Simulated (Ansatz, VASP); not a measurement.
SnO: VASP beside Ansatz

```
CELL_PARAMETERS angstrom
3.83692 0.00000 0.00000
0.00003 3.83692 0.00000
0.00000 0.00000 30.63492
ATOMIC_POSITIONS crystal
Sn 0.74999 0.25001 0.46218
Sn 0.24999 0.75001 0.53782
O 0.25000 0.25000 0.50000
O 0.75000 0.75000 0.50000
```

Alike in both runs: task single point; functional PBE; dispersion D3(BJ); k mesh 6 × 6 × 1; occupations gaussian, width 0.1 eV; no spin polarisation.

|  | VASP | Ansatz |
| --- | --- | --- |
| version | VASP 6.6.1 | Ansatz 0.2.0 |
| potentials or method | VASP PAW PBE potentials, release 64 (Sn_d, O), cutoff 520 eV | scalar-relativistic, plane waves, PAW |
| valence electrons in the cell | 40 | 40 |

|  | VASP | Ansatz | Ansatz less VASP |
| --- | --- | --- | --- |
| gap on the k mesh at the Fermi level (eV) | 2.97 | 3.03 | +0.062 |
| least direct gap on the mesh (eV) | 3.01 | 3.07 | +0.060 |
| rms of the force components (eV/Å) | 0.167 | 0.132 | -0.0359 |

Ansatz's warnings: near symmetry operations not taken, structure snapped to symmetry.
